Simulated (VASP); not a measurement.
Here is a VASP 6.6.1 calculation.

File INCAR:

```
ALGO = Normal ; EDIFF = 1E-6
ENCUT = 520 ; GGA = PE
ISIF = 2 ; ISMEAR = -1
LASPH = T ; LCHARG = F
LREAL = F ; LWAVE = F
NBANDS = 16 ; NELM = 80
PREC = Accurate ; SIGMA = 0.05
```

KPOINTS

```
k-points
0
Gamma
  7 7 5
```

The input POSCAR:

```
Te
1.0
    4.5413555111      0.0000000000      0.0000000000
   -2.2706777555      3.9329292402      0.0000000000
    0.0000000000      0.0000000000      6.0401863600
Te
3
Direct
    0.7310000000      0.7310000000      0.0000000000
    0.0000000000      0.2690000000      0.6666666667
    0.2690000000      0.0000000000      0.3333333333
```

Potentials or basis: VASP PAW PBE potentials, release 64 (Te).

The run is started by

```console
$ cat potpaw_PBE.64/Te/POTCAR > POTCAR
$ mpirun -np 1 vasp_std > vasp.out
```

Predict the pressure.

-1.2 GPa.

What does it give for the band gap on the k mesh?

0.64 eV (least direct gap 0.75 eV).

Forces on the atoms (eV/Å):
```
Te   0.066  0.114  0.000
Te   0.066 -0.114  0.000
Te  -0.132  0.000  0.000
```

Caveat: spin-orbit coupling is left out, which moves the levels of the heavy elements; an odd mesh through Γ misses points on the zone boundary, where band edges can lie.
